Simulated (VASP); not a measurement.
# ZnS (F-43m) in VASP: notebook, part 2 of 2

VASP 6.6.1. Earlier steps stand in the parts before.

## (4) Relaxation of cell and atoms, PBEsol, target pressure 7 GPa, at which the enthalpy is minimised

Input file INCAR:

```
SYSTEM = ZnS
PREC = Accurate
ENCUT = 500
EDIFF = 1E-7
ISMEAR = 0
SIGMA = 0.01
LREAL = .False.
LASPH = .True.
NELM = 120
ALGO = Normal
ISIF = 3
LWAVE = .False.
LCHARG = .False.
GGA = PS
IBRION = 2
NSW = 100
EDIFFG = -0.002
PSTRESS = 70.0
GGA_COMPAT = .False.
NELMIN = 4
```

Input file KPOINTS:

```
Automatic mesh
0
Gamma
  8 8 8
  0 0 0
```

Input file POSCAR:

```
ZnS
1.0
    2.6777696014      2.6777696014      0.0000000000
   -2.6777696014      2.6777696014      0.0000000000
    0.0000000000      2.6777696014      2.6777696014
Zn S
1 1
Direct
    0.7500000000      0.2500000000      0.5000000000
    0.0000000000      0.0000000000      0.0000000000
```

Potentials or basis: VASP PAW PBE potentials, release 64 (Zn, S).

Started as:

```sh
$ cat potpaw_PBE.64/Zn/POTCAR potpaw_PBE.64/S/POTCAR > POTCAR
$ mpirun -np 1 vasp_std > vasp.out
```

OUTCAR:

```text
SYSTEM = ZnS
   PREC = Accurate
   ENCUT = 500
   EDIFF = 1E-7
   ISMEAR = 0
   LREAL = .False.
   LASPH = .True.
   NELM = 120
   ISIF = 3
   GGA = PS
   IBRION = 2
   NSW = 100
   EDIFFG = -0.002
   PSTRESS = 70.0
   NELMIN = 4

 ion  position               nearest neighbor table
   1  0.750  0.250  0.500-   2 2.32   2 2.32   2 2.32   2 2.32
   2  0.000  0.000  0.000-   1 2.32   1 2.32   1 2.32   1 2.32

  LATTYP: Found a face centered cubic cell.
 ALAT       =     5.3555392028

  Lattice vectors:

 A1 = (   0.0000000000,   2.6777696014,   2.6777696014)
 A2 = (   2.6777696014,   0.0000000000,   2.6777696014)
 A3 = (   2.6777696014,   2.6777696014,   0.0000000000)

Analysis of symmetry for initial positions (statically):
=====================================================================
 Subroutine PRICEL returns:
 Original cell was already a primitive cell.

 Routine SETGRP: Setting up the symmetry group for a
 face centered cubic supercell.

 Subroutine GETGRP returns: Found 24 space group operations
 (whereof 24 operations were pure point group operations)
 out of a pool of 48 trial point group operations.

The static configuration has the point symmetry T_d .

Analysis of symmetry for dynamics (positions and initial velocities):
=====================================================================
 Subroutine PRICEL returns:
 Original cell was already a primitive cell.

 Routine SETGRP: Setting up the symmetry group for a
 face centered cubic supercell.

 Subroutine GETGRP returns: Found 24 space group operations
 (whereof 24 operations were pure point group operations)
 out of a pool of 48 trial point group operations.

The dynamic configuration has the point symmetry T_d .

 Subroutine INISYM returns: Found 24 space group operations
 (whereof 24 operations are pure point group operations),
 and found     1 'primitive' translations

----------------------------------------------------------------------------------------

                                     Primitive cell

  volume of cell :      38.4016

  direct lattice vectors                    reciprocal lattice vectors
     2.677769601  2.677769601  0.000000000     0.186722562  0.186722562 -0.186722562
    -2.677769601  2.677769601  0.000000000    -0.186722562  0.186722562 -0.186722562
     0.000000000  2.677769601  2.677769601     0.000000000  0.000000000  0.373445124

  length of vectors
     3.786938087  3.786938087  3.786938087     0.323412964  0.323412964  0.373445124

  position of ions in fractional coordinates (direct lattice)
     0.750000000  0.250000000  0.500000000
     0.000000000  0.000000000  0.000000000

  ion indices of the primitive-cell ions
   primitive index   ion index
                 1           1
                 2           2

----------------------------------------------------------------------------------------

 KPOINTS: Automatic mesh

Automatic generation of k-mesh.
 Grid dimensions read from file:
 generate k-points for:    8    8    8

 Generating k-lattice:

  Cartesian coordinates                     Fractional coordinates (reciprocal lattice)
     0.023340320  0.023340320 -0.023340320     0.125000000  0.000000000  0.000000000
    -0.023340320  0.023340320 -0.023340320     0.000000000  0.125000000  0.000000000
     0.000000000  0.000000000  0.046680640     0.000000000  0.000000000  0.125000000

  Length of vectors
     0.040426621  0.040426621  0.046680640

  Shift w.r.t. Gamma in fractional coordinates (k-lattice)
     0.000000000  0.000000000  0.000000000

 Subroutine IBZKPT returns following result:
 ===========================================

 Found     29 irreducible k-points:

 Following reciprocal coordinates:
            Coordinates               Weight
  0.000000  0.000000  0.000000      1.000000
  0.125000  0.000000  0.000000      8.000000
  0.250000  0.000000  0.000000      8.000000
  0.375000  0.000000  0.000000      8.000000
  0.500000  0.000000  0.000000      4.000000
  0.125000  0.125000  0.000000     12.000000
[... 16 lines left out ...]
  0.375000  0.250000  0.125000     48.000000
  0.500000  0.250000  0.125000     24.000000
 [... further k-points ...]
   k-points           NKPTS =     29   k-points in BZ     NKDIM =     29   number of bands    NBANDS=     13
   number of dos      NEDOS =    301   number of ions     NIONS =      2
   total plane-waves  NPLWV =  21952
   dimension x,y,z NGX =    28 NGY =   28 NGZ =   28
   dimension x,y,z NGXF=    56 NGYF=   56 NGZF=   56
   ions per type =               1   1
   NGX,Y,Z   is equivalent  to a cutoff of  12.29, 12.29, 12.29 a.u.
   NGXF,Y,Z  is equivalent  to a cutoff of  24.58, 24.58, 24.58 a.u.
 SYSTEM =  ZnS
   PREC   = accura    normal or accurate (medium, high low for compatibility)
   ISTART =      0    job   : 0-new  1-cont  2-samecut
   ICHARG =      2    charge: 1-file 2-atom 10-const
   ISPIN  =      1    spin polarized calculation?
   LNONCOLLINEAR =      F non collinear calculations
   LSORBIT =      F    spin-orbit coupling
   LASPH  =      T    aspherical Exc in radial PAW
   ENCUT  =  500.0 eV  36.75 Ry    6.06 a.u.   6.90  6.90  6.90*2*pi/ulx,y,z
   NELM   =    120;   NELMIN=  4; NELMDL= -5     # of ELM steps
   EDIFF  = 0.1E-06   stopping-criterion for ELM
   LREAL  =      F    real-space projection
   EDIFFG = -.2E-02   stopping-criterion for IOM
   NSW    =    100    number of steps for IOM
   IBRION =      2    ionic relax: 0-MD 1-quasi-New 2-CG
   NFREE  =      1    steps in history (QN), initial steepest desc. (CG)
   ISIF   =      3    stress and relaxation
   ISYM   =      2    0-nonsym 1-usesym 2-fastsym
   POTIM  = 0.5000    time-step for ionic-motion
   TEBEG  =    0.0;   TEEND  =   0.0 temperature during run
   PSTRESS=   70.0 pullay stress
   NELECT =      18.0000    total number of electrons
   NUPDOWN=      -1.0000    fix difference up-down
   EMIN   =  10.00;   EMAX   =-10.00  energy-range for DOS
   EFERMI =   0.00;   METHOD = LEGACY
   ISMEAR =     0;   SIGMA  =   0.01  broadening in eV -4-tet -1-fermi 0-gaus
   EFERMI_NEDOS =   21; number of points for ismear=-14 and -15
   IALGO  =     38    algorithm
   IMIX   =      4    mixing-type and parameters
     AMIX     =   0.40;   BMIX     =  1.00
     AMIX_MAG =   1.60;   BMIX_MAG =  1.00
  volume/ion in A,a.u.               =      19.20       129.57
  Fermi-wavevector in a.u.,A,eV,Ry     =   1.271694  2.403152 22.003402  1.617204
  Thomas-Fermi vector in A             =   2.404613
   LORBIT       =      0    0 simple, 1 ext, 2 COOP (PROOUT), +10 PAW based schemes
   GGA     = PS    functional components
   LHFCALC =     F    Hartree Fock is set to
   AEXX    =    0.0000 exact exchange contribution
   IVDW    =     0    specifies the selected vdW correction
   LEPSILON=     F    determine dielectric tensor
   LRPA    =     F    only Hartree local field effects (RPA)
 conjugate gradient relaxation of ions
 non-spin polarized calculation
 Gauss-broadening in eV      SIGMA  =   0.01
  energy-cutoff  :      500.00
  volume of cell :       38.40
 maximum number of plane-waves:       992
   NGX = 13   NGY = 13   NGZ = 13

--------------------------------------- Ionic step        1  -------------------------------------------

 number of electron      18.0000016 magnetization

 Free energy of the ion-electron system (eV)
  ---------------------------------------------------
  ext. energy  EPLUGINS =         0.00000000
  ---------------------------------------------------
  free energy    TOTEN  =        -7.58836631 eV

  energy without entropy =       -7.58836631  energy(sigma->0) =       -7.58836631

 E-fermi :   2.3843     XC(G=0):  -9.9770

 val. band max:        2.2699043526   @ k =   0.0000   0.0000   0.0000
 cond. band min:       4.3648520276   @ k =   0.0000   0.0000   0.0000
 fundamental gap:      2.0949476750
 Fermi energy:         2.3842844545

 k-point     1 :       0.0000    0.0000    0.0000
  band No.  band energies     occupation
      1     -11.0787      2.00000
      2      -4.2154      2.00000
      3      -4.2154      2.00000
      4      -4.2154      2.00000
      5      -3.6838      2.00000
      6      -3.6838      2.00000
      7       2.2699      2.00000
      8       2.2699      2.00000
      9       2.2699      2.00000
     10       4.3649      0.00000
     11       8.5575      0.00000
     12       8.5575      0.00000
     13       8.5575      0.00000
[... 555 lines left out ...]
  enthalpy is  TOTEN    =        -5.9705687188 eV   P V=        1.5620970299

--------------------------------------- Ionic step        6  -------------------------------------------

 number of electron      17.9999989 magnetization

 Free energy of the ion-electron system (eV)
  ---------------------------------------------------
  ext. energy  EPLUGINS =         0.00000000
  ---------------------------------------------------
  free energy    TOTEN  =        -7.53153214 eV

  energy without entropy =       -7.53153214  energy(sigma->0) =       -7.53153214

 E-fermi :   3.1141     XC(G=0): -10.3226

 val. band max:        2.9971564487   @ k =   0.0000   0.0000   0.0000
 cond. band min:       5.4145552834   @ k =   0.0000   0.0000   0.0000
 fundamental gap:      2.4173988347
 Fermi energy:         3.1140835854

 k-point     1 :       0.0000    0.0000    0.0000
  band No.  band energies     occupation
      1     -10.9076      2.00000
      2      -3.8345      2.00000
      3      -3.8345      2.00000
      4      -3.8345      2.00000
      5      -3.2112      2.00000
      6      -3.2112      2.00000
      7       2.9972      2.00000
      8       2.9972      2.00000
      9       2.9972      2.00000
     10       5.4146      0.00000
     11       9.2132      0.00000
     12       9.2132      0.00000
     13       9.2132      0.00000
[... 397 lines left out ...]
  FREE ENERGIE OF THE ION-ELECTRON SYSTEM (eV)
  ---------------------------------------------------
  free  energy   TOTEN  =        -7.5315321397 eV

  energy  without entropy=       -7.5315321397  energy(sigma->0) =       -7.53153214

  enthalpy is  TOTEN    =        -5.9705754232 eV   P V=        1.5609567165

 reached required accuracy - stopping structural energy minimisation
```

OSZICAR:

```text
N       E                     dE             d eps       ncg     rms          rms(c)
DAV:   1     0.803029279046E+02    0.80303E+02   -0.86514E+03   754   0.163E+03
DAV:   2    -0.229355354559E+01   -0.82596E+02   -0.78752E+02   824   0.276E+02
DAV:   3    -0.792298866892E+01   -0.56294E+01   -0.55901E+01   934   0.695E+01
[... 55 lines left out ...]
DAV:   2    -0.753154485213E+01    0.89831E-04   -0.32182E-04   899   0.623E-01    0.288E-02
DAV:   3    -0.753153469563E+01    0.10156E-04   -0.12188E-05   864   0.484E-02    0.132E-02
DAV:   4    -0.753153227613E+01    0.24195E-05   -0.21079E-06   910   0.241E-02    0.613E-03
DAV:   5    -0.753153210078E+01    0.17535E-06   -0.25712E-07   589   0.122E-02    0.184E-03
DAV:   6    -0.753153213972E+01   -0.38945E-07   -0.25580E-07   607   0.551E-03
   6 F= -.59705754E+01 E0= -.59705754E+01  d E =-.171842E-04
```

Wall time 87 s (1 thread of Intel Xeon 8259CL, shared host); peak memory 0.16 GiB.

What came out:

```
Free energy                                                : -7.5315 eV
Relaxed volume                                             : 17.86 Å³/atom
Relaxed cell                                               : a = 3.697 Å, b = 3.697 Å, c = 3.697 Å, α = 60.00°, β = 60.00°, γ = 90.00°
Space group after relaxing (to 0.1 Å)                      : F-43m (No. 216)
Energy change on relaxing (the run minimises the enthalpy) : +28.4 meV/atom
Ionic steps                                                : 6
Pressure after relaxing                                    : 7.0 GPa
Band gap on the k mesh                                     : 2.42 eV
```

Step by step:
```csv
step,energy change (eV),largest force (eV/Å),pressure (GPa),volume (Å³)
1,0.0000,0.0000,0.24,38.40
2,0.1575,0.0000,12.69,34.07
3,0.0564,0.0000,6.96,35.74
4,0.0587,0.0000,7.13,35.69
5,0.0557,0.0000,6.92,35.75
6,0.0568,0.0000,6.99,35.73
```

Final structure:
```
Zn S
1.0
     2.61411    2.61411    0.00000
    -2.61411    2.61411    0.00000
     0.00000    2.61411    2.61411
Zn S
1 1
Direct
  0.75000 0.25000 0.50000
  0.00000 0.00000 0.00000
```

Levels at points of the mesh, in eV from the valence-band top:
```tsv
k point	band 7	band 8	band 9	band 10	band 11	band 12
(0.00, 0.00, 0.00)	0.00	0.00	0.00	2.42	6.22	6.22
(0.50, 0.00, 0.00)	-5.91	-1.03	-1.03	3.38	6.75	6.75
(0.50, 0.50, 0.00)	-5.01	-2.64	-2.64	3.00	3.91	11.58
```

Caveat: the cell is relaxed towards a set pressure, so the run minimises the enthalpy, not the energy; the PAW data sets were made with another functional, which shifts forces and pressure a little.

## (5) Summary

```csv
cell,gap on the mesh (eV),pressure (GPa)
relaxed to 2 GPa,2.19,2.0
relaxed to 4 GPa,2.28,4.0
relaxed to 7 GPa,2.42,7.0
```

Alike in all rows: task relaxation of cell and atoms; level PBEsol; potentials or basis VASP PAW PBE potentials, release 64 (Zn, S); no spin polarisation; k mesh 8 × 8 × 8; cutoff (eV) 500; smearing gaussian 0.01 eV.

Caveats: the cell is relaxed towards a set pressure, so the run minimises the enthalpy, not the energy; the PAW data sets were made with another functional, which shifts forces and pressure a little.

Total energies depend on the potentials used, so only differences within one code and one set of settings carry meaning.
